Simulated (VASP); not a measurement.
Wanted: the native input for a VASP 6.6.1 run.

| Quantity | Value |
| --- | --- |
| Task | relaxation of cell and atoms |
| Functional | PBEsol |
| Potentials or basis | VASP PAW PBE potentials, release 64 (Rh_pv) |
| Cutoff | 600 eV |
| k mesh | 12 × 12 × 12 |
| Occupations | fermi-dirac, width 0.05 eV |
| Spin | no spin polarisation |
| Dipole correction | no |
| Further INCAR settings | ALGO = Normal; EDIFF = 1e-06; IBRION = 2; EDIFFG = -0.03; NSW = 80; ISIF = 3 |

The structure of Rh lies in POSCAR:

```
Rh
1.0
    2.6839650000      0.0000000000      0.0000000000
    1.3419825000      2.3243818729      0.0000000000
    1.3419825000      0.7747939576      2.1914482458
Rh
1
Direct
    0.0000000000      0.0000000000      0.0000000000
```

One way to write it, as run:

INCAR

```
SYSTEM = Rh
ALGO = Normal ; EDIFF = 1E-6
EDIFFG = -0.03 ; ENCUT = 600
GGA = PS ; IBRION = 2
ISIF = 3 ; ISMEAR = -1
LASPH = .TRUE. ; LCHARG = .FALSE.
LREAL = .FALSE. ; LWAVE = .FALSE.
NELM = 100 ; NSW = 80
PREC = Accurate ; SIGMA = 0.05
```

KPOINTS

```
k-points
0
G
  12 12 12
  0 0 0
```

Potentials or basis: VASP PAW PBE potentials, release 64 (Rh_pv).

Launch:

```console
$ cat potpaw_PBE.64/Rh_pv/POTCAR > POTCAR
$ mpirun -np 1 vasp_std > vasp.out
```

Results of the run:

| Item | Value |
| --- | --- |
| Relaxed volume | 13.49 Å³/atom |
| Relaxed cell | a = 2.672 Å, b = 2.672 Å, c = 2.672 Å, α = 60.00°, β = 60.00°, γ = 60.00° |
| Space group after relaxing (to 0.05 Å) | Fm-3m (No. 225) |
| Energy gained by relaxing | 2.3 meV/atom |
| Ionic steps | 3 |
| Pressure after relaxing | 0.0 GPa |

Caveat: the PAW data sets were made with another functional, which shifts forces and pressure a little.

It took 18 s on 1 thread of Intel(R) Xeon(R) Platinum 8488C (Sapphire Rapids) (shared host), peak memory 0.15 GiB.
